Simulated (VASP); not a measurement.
A run of VASP 6.6.1 is set up as follows.

The input INCAR:

```
SYSTEM = Ge32H20CO
ALGO = Normal
EDIFF = 1E-7
ENCUT = 520
GGA = PE
ISIF = 2
ISMEAR = 0
IVDW = 12
LASPH = .True.
LCHARG = .False.
LREAL = Auto
LWAVE = .False.
NBANDS = 272
NELM = 100
PREC = Accurate
SIGMA = 0.03
```

The input KPOINTS:

```
k-points
0
Gamma
  1 1 1
  0 0 0
```

File POSCAR:

```
Ge32H20CO
1.0
    8.0016200000      8.0016200000      0.0000000000
   -8.0016200000      8.0016200000      0.0000000000
    0.0000000000      0.0000000000     20.9129000000
Ge H O C
32 20 1 1
Direct
   -0.3108204963      0.3133019938      0.3420025439
   -0.1892129969     -0.3198315466      0.3432812283
    0.0468223310     -0.0502521364      0.3607954899
    0.3164761636      0.1877319843      0.3427232474
   -0.0293941727     -0.4668012228      0.3836466965
    0.2068501129     -0.2055477516      0.3577589430
    0.4685383710      0.0334438526      0.3827671915
    0.5332490171     -0.5361611774      0.3824988882
   -0.1192839075      0.3872611421      0.3041440929
   -0.1214604043     -0.1294180428      0.2996493552
    0.1257100437      0.1193447077      0.3005723740
    0.3855482390      0.3794366016      0.3027672872
    0.1151921736     -0.3768618105      0.3036231226
    0.3784069351     -0.1128808291      0.3038586231
    0.6149093559      0.1220489101      0.3031951571
    0.6178743804     -0.3870979877      0.3038744029
   -0.0015523107      0.2516459167      0.2347705483
    0.0025916627     -0.2532365321      0.2284473220
    0.2527135130     -0.0019426691      0.2287586131
    0.5002550109      0.2492268441      0.2286921948
    0.2488527323     -0.4991724176      0.2357237877
    0.4989908918     -0.2486314646      0.2360039019
    0.7485912853      0.0012278764      0.2345897508
    0.7506020031     -0.4999498851      0.2291801233
   -0.1250000000      0.1250000000      0.1644629870
   -0.1250000000     -0.3750000000      0.1644629870
    0.1250000000     -0.1250000000      0.1644629870
    0.3750000000      0.1250000000      0.1644629870
    0.1250000000     -0.6250000000      0.1644629870
    0.3750000000     -0.3750000000      0.1644629870
    0.6250000000     -0.1250000000      0.1644629870
    0.6250000000     -0.6250000000      0.1644629870
   -0.0489780195      0.0489780195      0.1195430093
   -0.2010219805      0.2010219805      0.1195430093
   -0.0489780195     -0.4510219805      0.1195430093
   -0.2010219805     -0.2989780195      0.1195430093
    0.2010219805     -0.2010219805      0.1195430093
    0.0489780195     -0.0489780195      0.1195430093
    0.4510219805      0.0489780195      0.1195430093
    0.2989780195      0.2010219805      0.1195430093
    0.2010219805     -0.7010219805      0.1195430093
    0.0489780195     -0.5489780195      0.1195430093
    0.4510219805     -0.4510219805      0.1195430093
    0.2989780195     -0.2989780195      0.1195430093
    0.7010219805     -0.2010219805      0.1195430093
    0.5489780195     -0.0489780195      0.1195430093
    0.7010219805     -0.7010219805      0.1195430093
    0.5489780195     -0.5489780195      0.1195430093
    0.0110771319     -0.0133807904      0.4296886611
    0.4105564248     -0.1949054691      0.4497177818
    0.3746302624     -0.3490720629      0.4472944929
    0.3424875838     -0.2638218886      0.5170781671
    0.2291105426     -0.2328797793      0.4431173582
    0.3447013855     -0.2617031926      0.4645251974
```

Potentials or basis: VASP PAW PBE potentials, release 64 (Ge_d, H, O, C).

Command:

```sh
$ cat potpaw_PBE.64/Ge_d/POTCAR potpaw_PBE.64/H/POTCAR potpaw_PBE.64/O/POTCAR potpaw_PBE.64/C/POTCAR > POTCAR
$ mpirun -np 1 vasp_gam > vasp.out
```

Q: Estimate the largest force.

A: 0.629 eV/Å.

Q: What does it give for the dispersion energy per atom?

A: -0.132 eV.

Forces on the atoms (eV/Å):
```
Ge   0.003 -0.003 -0.001
Ge   0.002  0.004 -0.007
Ge  -0.015  0.000  0.024
Ge   0.003  0.002 -0.005
Ge   0.005 -0.001  0.012
Ge  -0.020 -0.013  0.003
Ge   0.004 -0.002  0.008
Ge  -0.003 -0.001  0.005
Ge  -0.003 -0.001 -0.004
Ge  -0.001  0.002  0.002
Ge   0.002  0.001 -0.005
Ge  -0.001 -0.001  0.001
Ge  -0.001  0.002 -0.002
Ge  -0.002 -0.003 -0.003
Ge   0.000  0.000  0.000
Ge   0.000  0.000 -0.007
Ge  -0.001  0.000 -0.002
Ge   0.002 -0.004 -0.003
Ge   0.001  0.001 -0.002
Ge   0.002 -0.004 -0.005
Ge  -0.004 -0.001 -0.002
Ge  -0.003  0.000 -0.001
Ge  -0.002  0.000 -0.002
Ge   0.000  0.003 -0.003
Ge  -0.127 -0.004  0.482
Ge   0.066  0.051 -0.579
Ge  -0.039  0.008 -0.470
Ge   0.053 -0.051 -0.584
Ge   0.112  0.080  0.501
Ge  -0.153 -0.006  0.610
Ge   0.105 -0.078  0.501
Ge  -0.143  0.016 -0.479
H    0.028  0.008  0.028
H    0.082 -0.003  0.025
H   -0.082 -0.056 -0.037
H    0.107 -0.021  0.000
H   -0.097  0.013 -0.015
H    0.050  0.006 -0.034
H   -0.083  0.026 -0.036
H    0.110  0.010 -0.001
H   -0.080 -0.010  0.030
H    0.012 -0.001  0.023
H    0.028  0.010  0.014
H    0.085  0.004  0.020
H   -0.082  0.006  0.033
H    0.012 -0.018  0.027
H   -0.065  0.017  0.015
H    0.053  0.011 -0.031
H    0.011 -0.001 -0.026
H    0.021  0.017 -0.010
H    0.022 -0.023 -0.020
H    0.019  0.001  0.014
O   -0.111 -0.053 -0.069
C    0.116  0.061  0.065
```

Caveat: the k points lie up to 0.56 Å⁻¹ apart; there is no dipole correction, which matters where the two faces differ.
